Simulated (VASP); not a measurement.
# Re: single point with BLYP

The system is Re.

```xyz
2
Lattice="2.7608 0.0000 0.0000 -1.3804 2.3909 0.0000 0.0000 0.0000 4.4582" Properties=species:S:1:pos:R:3 pbc="T T T"
Re    1.3804    0.7970    3.3436
Re    0.0000    1.5939    1.1145
```

| Item | Value |
| --- | --- |
| Program | VASP 6.6.1 |
| Task | single point |
| Functional | BLYP |
| Potentials or basis | VASP PAW PBE potentials, release 64 (Re) |
| Cutoff | 520 eV |
| k mesh | 11 × 11 × 6 |
| Occupations | fermi-dirac, width 0.05 eV |
| Spin | no spin polarisation |
| Dipole correction | no |
| Further INCAR settings | ALGO = Normal; EDIFF = 1e-06; NBANDS = 14 |

| Item | Value |
| --- | --- |
| Pressure | 22.0 GPa |
| Band gap on the k mesh | zero (bands 7 and 8 overlap by 3.35 eV) |

Stress tensor (GPa, compression positive):
```
22.28  0.00  0.00
 0.00 22.28  0.00
 0.00  0.00 21.45
```

Levels at points of the mesh, in eV from the Fermi level:
| k point | band 4 | band 5 | band 6 | band 7 | band 8 | band 9 | band 10 | band 11 |
| --- | --- | --- | --- | --- | --- | --- | --- | --- |
| (0.00, 0.00, 0.00) | -1.64 | -1.64 | -0.82 | -0.82 | 0.10 | 0.10 | 0.91 | 3.29 |
| (0.00, 0.00, 0.50) | -2.37 | -1.78 | -1.78 | -1.78 | -1.78 | 2.46 | 2.46 | 2.46 |

Wall time 15 s on 1 thread of Intel(R) Xeon(R) 6975P-C (Granite Rapids), on a shared host, peak memory 0.17 GiB.

Caveat: the cell stands under pressure; the PAW data sets were made with another functional, which shifts forces and pressure a little; spin-orbit coupling is left out, which moves the levels of the heavy elements.
